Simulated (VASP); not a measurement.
# TiO2 (I4_1/amd) in VASP: a series of runs

Runs on TiO2. Level: r2SCAN. Tasks: single point.

Everything below comes from runs of VASP 6.6.1. Logs are shortened: lines on timing, memory, paths and dates and some standing lists are left out, and cuts for length are marked.

**1. The cell of the first run**

The structure is tetragonal, space group I4_1/amd (No. 141). Conventional cell: a = 3.722 Å, b = 3.722 Å, c = 8.689 Å, α = 90.00°, β = 90.00°, γ = 90.00°. Within 2.5 Å of Ti (site symmetry -4m2) lie 6 O at 1.88 to 1.92 Å. O (site symmetry 2mm) has 3 Ti at 1.88 to 1.92 Å and 2 O at 2.50 Å within 2.5 Å.

**2. Single point, r2SCAN (10.03 Å³/atom)**

The input, POSCAR:

```
TiO2
1.0
   -1.8609695845      1.8609695845      4.3445398822
    1.8609695845     -1.8609695845      4.3445398822
    1.8609695845      1.8609695845     -4.3445398822
Ti O
2 4
Direct
    0.0000000000      0.0000000000      0.0000000000
    0.7500000000      0.2500000000      0.5000000000
    0.2210006133      0.2210006133      0.0000000000
    0.9710006133      0.4710006133      0.5000000000
    0.5289993867      0.0289993867      0.5000000000
    0.7789993867      0.7789993867      0.0000000000
```

The input, INCAR.step1:

```
PREC = Accurate ; ENCUT = 520
ISMEAR = 0 ; SIGMA = 0.02
LREAL = False ; LASPH = True
NELM = 60 ; NBANDS = 33
GGA = PE ; ALGO = Normal
EDIFF = 1E-4 ; LWAVE = True
LCHARG = False
```

The input, INCAR.step2:

```
PREC = Accurate ; ENCUT = 520
EDIFF = 1E-6 ; ISMEAR = 0
SIGMA = 0.02 ; LREAL = False
LASPH = True ; NELM = 60
ALGO = Normal ; ISIF = 2
LWAVE = False ; LCHARG = True
METAGGA = R2SCAN ; LMIXTAU = True
LELF = True ; LVHAR = True
NBANDS = 33 ; ISTART = 1
```

The input, KPOINTS:

```
regular mesh
0
Gamma
  8 8 8
```

Potentials or basis: VASP PAW PBE potentials, release 64 (Ti_sv, O).

Launch:

```
$ cat potpaw_PBE.64/Ti_sv/POTCAR potpaw_PBE.64/O/POTCAR > POTCAR
$ cp INCAR.step1 INCAR
$ mpirun -np 1 vasp_std > vasp.out
$ cp INCAR.step2 INCAR
$ mpirun -np 1 vasp_std > vasp.out
```

OUTCAR:

```text
PREC = Accurate
   ENCUT = 520
   EDIFF = 1E-6
   ISMEAR = 0
   LREAL = False
   LASPH = True
   NELM = 60
   ISIF = 2
   METAGGA = R2SCAN
   ISTART = 1

 ion  position               nearest neighbor table
   1  0.000  0.000  0.000-   5 1.88   4 1.88   5 1.88   4 1.88   3 1.92   6 1.92   2 2.86   2 2.86
                             2 2.86   2 2.86
   2  0.750  0.250  0.500-   6 1.88   3 1.88   6 1.88   3 1.88   4 1.92   5 1.92   1 2.86   1 2.86
                             1 2.86   1 2.86
   3  0.221  0.221  0.000-   2 1.88   2 1.88   1 1.92
   4  0.971  0.471  0.500-   1 1.88   1 1.88   2 1.92
   5  0.529  0.029  0.500-   1 1.88   1 1.88   2 1.92
   6  0.779  0.779  0.000-   2 1.88   2 1.88   1 1.92

  LATTYP: Found a body centered tetragonal cell.
 ALAT       =     3.7219391690
 C/A-ratio  =     2.3345571676

  Lattice vectors:

 A1 = (  -1.8609695845,   1.8609695845,   4.3445398822)
 A2 = (   1.8609695845,  -1.8609695845,   4.3445398822)
 A3 = (   1.8609695845,   1.8609695845,  -4.3445398822)

Analysis of symmetry for initial positions (statically):
=====================================================================
 Subroutine PRICEL returns:
 Original cell was already a primitive cell.

 Routine SETGRP: Setting up the symmetry group for a
 body centered tetragonal supercell.

 Subroutine GETGRP returns: Found 16 space group operations
 (whereof  8 operations were pure point group operations)
 out of a pool of 16 trial point group operations.

The static configuration has the point symmetry D_2d.
 The point group associated with its full space group is D_4h.

Analysis of symmetry for dynamics (positions and initial velocities):
=====================================================================
 Subroutine PRICEL returns:
 Original cell was already a primitive cell.

 Routine SETGRP: Setting up the symmetry group for a
 body centered tetragonal supercell.

 Subroutine GETGRP returns: Found 16 space group operations
 (whereof  8 operations were pure point group operations)
 out of a pool of 16 trial point group operations.

The dynamic configuration has the point symmetry D_2d.
 The point group associated with its full space group is D_4h.

 Subroutine INISYM returns: Found 16 space group operations
 (whereof  8 operations are pure point group operations),
 and found     1 'primitive' translations

----------------------------------------------------------------------------------------

                                     Primitive cell

  volume of cell :      60.1842

  direct lattice vectors                    reciprocal lattice vectors
    -1.860969585  1.860969585  4.344539882     0.000000000  0.268677148  0.115086986
     1.860969585 -1.860969585  4.344539882     0.268677148  0.000000000  0.115086986
     1.860969585  1.860969585 -4.344539882     0.268677148  0.268677148  0.000000000

  length of vectors
     5.079512022  5.079512022  5.079512022     0.292288255  0.292288255  0.379966866

  position of ions in fractional coordinates (direct lattice)
     0.000000000  0.000000000  0.000000000
     0.750000000  0.250000000  0.500000000
     0.221000613  0.221000613  0.000000000
     0.971000613  0.471000613  0.500000000
     0.528999387  0.028999387  0.500000000
     0.778999387  0.778999387  0.000000000

  ion indices of the primitive-cell ions
   primitive index   ion index
                 1           1
                 2           2
                 3           3
                 4           4
                 5           5
                 6           6

----------------------------------------------------------------------------------------

 KPOINTS: regular mesh

Automatic generation of k-mesh.
 Grid dimensions read from file:
 generate k-points for:    8    8    8

 Generating k-lattice:

  Cartesian coordinates                     Fractional coordinates (reciprocal lattice)
     0.000000000  0.033584643  0.014385873     0.125000000  0.000000000  0.000000000
     0.033584643  0.000000000  0.014385873     0.000000000  0.125000000  0.000000000
     0.033584643  0.033584643  0.000000000     0.000000000  0.000000000  0.125000000

  Length of vectors
     0.036536032  0.036536032  0.047495858

  Shift w.r.t. Gamma in fractional coordinates (k-lattice)
     0.000000000  0.000000000  0.000000000

 Subroutine IBZKPT returns following result:
 ===========================================

 Found     59 irreducible k-points:

 Following reciprocal coordinates:
            Coordinates               Weight
  0.000000  0.000000  0.000000      1.000000
  0.125000  0.000000  0.000000      8.000000
  0.250000  0.000000  0.000000      8.000000
  0.375000  0.000000 -0.000000      8.000000
  0.500000  0.000000  0.000000      4.000000
  0.125000  0.125000  0.000000      8.000000
[... 16 lines left out ...]
  0.250000  0.125000  0.125000     16.000000
  0.375000  0.125000  0.125000      8.000000
 [... further k-points ...]
   k-points           NKPTS =     59   k-points in BZ     NKDIM =     59   number of bands    NBANDS=     33
   number of dos      NEDOS =    301   number of ions     NIONS =      6
   total plane-waves  NPLWV =  64000
   dimension x,y,z NGX =    40 NGY =   40 NGZ =   40
   dimension x,y,z NGXF=    80 NGYF=   80 NGZF=   80
   ions per type =               2   4
   NGX,Y,Z   is equivalent  to a cutoff of  13.09, 13.09, 13.09 a.u.
   NGXF,Y,Z  is equivalent  to a cutoff of  26.18, 26.18, 26.18 a.u.
 SYSTEM =  unknown system
   PREC   = accura    normal or accurate (medium, high low for compatibility)
   ISTART =      1    job   : 0-new  1-cont  2-samecut
   ICHARG =      0    charge: 1-file 2-atom 10-const
   ISPIN  =      1    spin polarized calculation?
   LNONCOLLINEAR =      F non collinear calculations
   LSORBIT =      F    spin-orbit coupling
   LASPH  =      T    aspherical Exc in radial PAW
   ENCUT  =  520.0 eV  38.22 Ry    6.18 a.u.   9.44  9.44  9.44*2*pi/ulx,y,z
   NELM   =     60;   NELMIN=  2; NELMDL=  0     # of ELM steps
   EDIFF  = 0.1E-05   stopping-criterion for ELM
   LREAL  =      F    real-space projection
   EDIFFG = 0.1E-04   stopping-criterion for IOM
   NSW    =      0    number of steps for IOM
   IBRION =     -1    ionic relax: 0-MD 1-quasi-New 2-CG
   NFREE  =      0    steps in history (QN), initial steepest desc. (CG)
   ISIF   =      2    stress and relaxation
   ISYM   =      2    0-nonsym 1-usesym 2-fastsym
   POTIM  = 0.5000    time-step for ionic-motion
   TEBEG  =    0.0;   TEEND  =   0.0 temperature during run
   PSTRESS=    0.0 pullay stress
   NELECT =      48.0000    total number of electrons
   NUPDOWN=      -1.0000    fix difference up-down
   EMIN   =  10.00;   EMAX   =-10.00  energy-range for DOS
   EFERMI =   0.00;   METHOD = LEGACY
   ISMEAR =     0;   SIGMA  =   0.02  broadening in eV -4-tet -1-fermi 0-gaus
   EFERMI_NEDOS =   21; number of points for ismear=-14 and -15
   IALGO  =     38    algorithm
   IMIX   =      4    mixing-type and parameters
     AMIX     =   0.40;   BMIX     =  1.00
     AMIX_MAG =   1.60;   BMIX_MAG =  1.00
  volume/ion in A,a.u.               =      10.03        67.69
  Fermi-wavevector in a.u.,A,eV,Ry     =   1.518196  2.868974 31.360322  2.304919
  Thomas-Fermi vector in A             =   2.627349
   LORBIT       =      0    0 simple, 1 ext, 2 COOP (PROOUT), +10 PAW based schemes
   METAGGA = R2SCAN    functional components
   LHFCALC =     F    Hartree Fock is set to
   AEXX    =    0.0000 exact exchange contribution
   IVDW    =     0    specifies the selected vdW correction
   LEPSILON=     F    determine dielectric tensor
   LRPA    =     F    only Hartree local field effects (RPA)
 non-spin polarized calculation
 Gauss-broadening in eV      SIGMA  =   0.02
  energy-cutoff  :      520.00
  volume of cell :       60.18
 maximum number of plane-waves:      1637
 NGX is ok and might be reduce to    40
   NGX = 19   NGY = 19   NGZ = 19

 number of electron      48.0000004 magnetization

 Free energy of the ion-electron system (eV)
  ---------------------------------------------------
  ext. energy  EPLUGINS =         0.00000000
  ---------------------------------------------------
  free energy    TOTEN  =       -69.12633881 eV

  energy without entropy =      -69.12633881  energy(sigma->0) =      -69.12633881

 E-fermi :   4.5460     XC(G=0): -12.2316

 val. band max:        4.4327424528   @ k =   0.5000   0.5000   0.0000
 cond. band min:       6.7396274645   @ k =   0.0000   0.0000   0.0000
 fundamental gap:      2.3068850117
 Fermi energy:         4.5460189045

 k-point     1 :       0.0000    0.0000    0.0000
  band No.  band energies     occupation
      1     -53.9924      2.00000
      2     -53.8662      2.00000
      3     -29.5933      2.00000
      4     -29.2494      2.00000
      5     -29.2494      2.00000
      6     -29.1103      2.00000
[... 25 lines left out ...]
     32      10.3695      0.00000
     33      11.0720      0.00000

 k-point     2 :       0.1250    0.0000    0.0000
  band No.  band energies     occupation
      1     -53.9883      2.00000
      2     -53.8693      2.00000
      3     -29.5902      2.00000
      4     -29.2844      2.00000
      5     -29.2524      2.00000
      6     -29.1208      2.00000
[... 25 lines left out ...]
     32      10.7236      0.00000
     33      11.2935      0.00000
[... 754 lines left out ...]
     32      12.1631      0.00000
     33      12.9065      0.00000

 k-point    24 :       0.3750    0.1250    0.1250
  band No.  band energies     occupation
      1     -53.9465      2.00000
      2     -53.9020      2.00000
      3     -29.5863      2.00000
      4     -29.5088      2.00000
      5     -29.3161      2.00000
      6     -29.2316      2.00000
[... 25 lines left out ...]
     32      12.1801      0.00000
     33      13.0711      0.00000

 [... further k-points ...]

------------------------ aborting loop because EDIFF is reached ----------------------------------------

  FORCE on cell =-STRESS in cart. coord.  units (eV):
  Direction    XX          YY          ZZ          XY          YZ          ZX
  --------------------------------------------------------------------------------------
  -------------------------------------------------------------------------------------
  Total       11.0217433     11.0217433     11.0415804      0.0000000     -0.0000000      0.0000000
  in kB      293.4124534    293.4124534    293.9405422      0.0000000     -0.0000000      0.0000000
  external PRESSURE =     293.5884830 kB  Pullay stress =       0.0000000 kB

 VOLUME and BASIS-vectors are now :
 -----------------------------------------------------------------------------
  energy-cutoff  :      520.00
  volume of cell :       60.18
      direct lattice vectors                 reciprocal lattice vectors
    -1.860969585  1.860969585  4.344539882     0.000000000  0.268677148  0.115086986
     1.860969585 -1.860969585  4.344539882     0.268677148  0.000000000  0.115086986
     1.860969585  1.860969585 -4.344539882     0.268677148  0.268677148  0.000000000

 POSITION                                       TOTAL-FORCE (eV/Angst)
 -----------------------------------------------------------------------------------
      0.00000      0.00000      0.00000         0.000000      0.000000     -0.000000
      0.00000      1.86097      2.17227         0.000000      0.000000     -0.000000
      0.00000      0.00000      1.92029         0.000000      0.000000      0.052480
      0.00000      1.86097      4.09256        -0.000000     -0.000000      0.052480
      0.00000      1.86097      0.25198         0.000000      0.000000     -0.052480
      0.00000      0.00000      6.76879        -0.000000     -0.000000     -0.052480
 -----------------------------------------------------------------------------------
    total drift:                               -0.000000      0.000000     -0.000000

  FREE ENERGIE OF THE ION-ELECTRON SYSTEM (eV)
  ---------------------------------------------------
  free  energy   TOTEN  =       -69.1263388114 eV

  energy  without entropy=      -69.1263388114  energy(sigma->0) =      -69.12633881
```

Wall time 6.6 min (1 thread of Intel Xeon 6975P-C (Granite Rapids), shared host); peak memory 0.3 GiB.

Results:

```
Free energy            : -69.1263 eV
Pressure               : 29.4 GPa
Largest force          : 0.052 eV/Å
Band gap on the k mesh : 2.31 eV (least direct gap 2.96 eV)
```

Forces on the atoms (eV/Å):
```
Ti   0.000  0.000  0.000
Ti   0.000  0.000  0.000
O    0.000  0.000  0.052
O    0.000  0.000  0.052
O    0.000  0.000 -0.052
O    0.000  0.000 -0.052
```

Caveat: the cell stands under pressure; the PAW data sets were made with another functional, which shifts forces and pressure a little. A k mesh can miss the band edges.

**3. Single point, r2SCAN (10.37 Å³/atom)**

This run uses another cell than the first one, of 10.37 Å³/atom.

The input, POSCAR:

```
TiO2
1.0
   -1.8674065680      1.8674065680      4.4617300953
    1.8674065680     -1.8674065680      4.4617300953
    1.8674065680      1.8674065680     -4.4617300953
Ti O
2 4
Direct
    0.0000000000      0.0000000000      0.0000000000
    0.7500000000      0.2500000000      0.5000000000
    0.2168954652      0.2168954652      0.0000000000
    0.9668954652      0.4668954652      0.5000000000
    0.5331045348      0.0331045348      0.5000000000
    0.7831045348      0.7831045348      0.0000000000
```

The input, INCAR.step1:

```
PREC = Accurate
ENCUT = 520
ISMEAR = 0
SIGMA = 0.02
LREAL = F
LASPH = T
NELM = 60
NBANDS = 33
GGA = PE
ALGO = Normal
EDIFF = 1E-4
LWAVE = T
LCHARG = F
```

The input, INCAR.step2:

```
PREC = Accurate
ENCUT = 520
EDIFF = 1E-6
ISMEAR = 0
SIGMA = 0.02
LREAL = F
LASPH = T
NELM = 60
ALGO = Normal
ISIF = 2
LWAVE = F
LCHARG = F
METAGGA = R2SCAN
LMIXTAU = T
NBANDS = 33
ISTART = 1
```

The input, KPOINTS:

```
Automatic mesh
0
Gamma
  8 8 8
```

Potentials or basis: VASP PAW PBE potentials, release 64 (Ti_sv, O).

Launch:

```
$ cat potpaw_PBE.64/Ti_sv/POTCAR potpaw_PBE.64/O/POTCAR > POTCAR
$ cp INCAR.step1 INCAR
$ mpirun -np 1 vasp_std > vasp.out
$ cp INCAR.step2 INCAR
$ mpirun -np 1 vasp_std > vasp.out
```

Wall time 5.6 min (1 thread of Intel Xeon 6975P-C (Granite Rapids), shared host); peak memory 0.31 GiB.

Results (log left out):

* Free energy: -69.4470 eV
* Pressure: 21.2 GPa
* Largest force: 0.045 eV/Å
* Band gap on the k mesh: 2.40 eV (least direct gap 2.97 eV)

Forces on the atoms (eV/Å):
```
Ti   0.000  0.000  0.000
Ti   0.000  0.000  0.000
O    0.000  0.000  0.045
O    0.000  0.000  0.045
O    0.000  0.000 -0.045
O    0.000  0.000 -0.045
```

Stress tensor (GPa, compression positive):
```
21.20  0.00  0.00
 0.00 21.20  0.00
 0.00  0.00 21.31
```

Levels at points of the mesh, in eV from the valence-band top:
| k point | band 21 | band 22 | band 23 | band 24 | band 25 | band 26 | band 27 | band 28 |
| --- | --- | --- | --- | --- | --- | --- | --- | --- |
| (0.00, 0.00, 0.00) | -0.76 | -0.76 | -0.74 | -0.74 | 2.40 | 3.43 | 4.19 | 4.19 |
| (0.50, 0.00, 0.00) | -2.31 | -1.26 | -1.02 | -0.74 | 3.80 | 3.84 | 4.24 | 4.49 |
| (0.50, 0.50, 0.00) | -2.52 | -2.52 | 0.00 | 0.00 | 4.19 | 4.19 | 4.62 | 4.62 |
| (0.50, 0.50, 0.50) | -1.52 | -1.52 | -0.35 | -0.35 | 2.89 | 2.89 | 4.24 | 4.24 |

Caveat: the cell stands under pressure; the PAW data sets were made with another functional, which shifts forces and pressure a little. A k mesh can miss the band edges.
